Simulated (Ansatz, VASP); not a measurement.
# Be3C2: VASP beside Ansatz

```
CELL_PARAMETERS angstrom
3.02458 0.00000 0.00000
-1.51229 2.61936 0.00000
0.00000 0.00000 4.50162
ATOMIC_POSITIONS crystal
Be 0.00000 0.00000 0.00000
Be 0.33333 0.66667 0.67190
Be 0.66667 0.33333 0.32810
C 0.33333 0.66667 0.24603
C 0.66667 0.33333 0.75397
```

Alike in both runs: functional r2SCAN; k mesh 6 × 6 × 4; occupations gaussian, width 0.1 eV; no spin polarisation.

Ansatz relaxed the structure, and its values are those at the end. VASP's run is a single point on that final structure, the one shown.

```csv
,VASP,Ansatz
version,VASP 6.6.1,Ansatz 0.2.0
potentials or method,"VASP PAW PBE potentials, release 64 (Be, C), cutoff 520 eV","scalar-relativistic, plane waves, PAW"
valence electrons in the cell,14,14
```

|  | VASP | Ansatz | Ansatz less VASP |
| --- | --- | --- | --- |
| gap on the k mesh at the Fermi level (eV) | none | none | - |
| pressure (GPa) | 0.7 | 0.0 | -0.68 |
| rms of the force components (eV/Å) | 0.006 | 0.000 | -0.0057 |

VASP's potentials were made for PBE, not for r2SCAN. A gap of «none» marks a metal or a gap that the smearing closes. With one functional, cell and mesh, what is left measures potentials, basis and numerics.

The k mesh is coarse, so the values compare programs but aren't converged.
